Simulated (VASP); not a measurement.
I:

```
I
1.0
     0.00000    2.36560    3.90984
     2.19225    0.00000    3.90984
     2.19225    2.36560    0.00000
I
1
Cartesian
  0.0000 0.0000 0.0000
```

```yaml
Program: VASP 6.6.1
Task: relaxation of cell and atoms
Functional: PBEsol
Dispersion: D3(BJ)
Potentials_or_basis: VASP PAW PBE potentials, release 64 (I)
Cutoff: 600 eV
k_mesh: 9 × 9 × 9
Occupations: fermi-dirac, width 0.05 eV
Spin: no spin polarisation
```

At the start: pressure -2.6 GPa; volume 40.55 Å³/atom.

Q: Where does the relaxation end?

A: Over 13 steps the energy falls by 54.0 meV/atom and the volume is 33.90 Å³/atom (-16.4 %); space group I4/mmm (No. 139, to 0.05 Å).

The path:
| step | energy change (eV) | largest force (eV/Å) | pressure (GPa) | volume (Å³) |
| --- | --- | --- | --- | --- |
| 1 | 0.0000 | 0.0000 | -2.59 | 40.55 |
| 2 | -0.0238 | 0.0000 | 0.71 | 36.82 |
| 3 | -0.0271 | 0.0000 | -0.29 | 37.70 |
| 4 | -0.0353 | 0.0000 | -0.25 | 36.89 |
| 5 | -0.0512 | 0.0000 | 0.09 | 34.46 |
| 6 | -0.0518 | 0.0000 | 0.32 | 33.64 |
| 7 | -0.0519 | 0.0000 | 0.24 | 33.90 |
| 8 | -0.0518 | 0.0000 | -0.41 | 34.33 |
| 9 | -0.0522 | 0.0000 | -0.07 | 34.10 |
| 10 | -0.0525 | 0.0000 | -0.06 | 34.09 |
| 11 | -0.0532 | 0.0000 | -0.05 | 34.05 |
| 12 | -0.0539 | 0.0000 | -0.07 | 33.95 |
| 13 | -0.0540 | 0.0000 | -0.08 | 33.90 |

Final structure:
```
I
1.0
     0.00000    2.22426    3.43525
     2.21834    0.00000    3.43525
     2.21834    2.22426    0.00000
I
1
Direct
  0.00000 0.00000 0.00000
```

Caveat: the volume moved by over 15 % at a fixed basis, so the end points are rough; the PAW data sets were made with another functional, which shifts forces and pressure a little; an odd number of electrons without spin polarisation forces a metal; a magnetic or distorted state may lie lower; pairwise dispersion overbinds metals, which lowers pressure and volume.
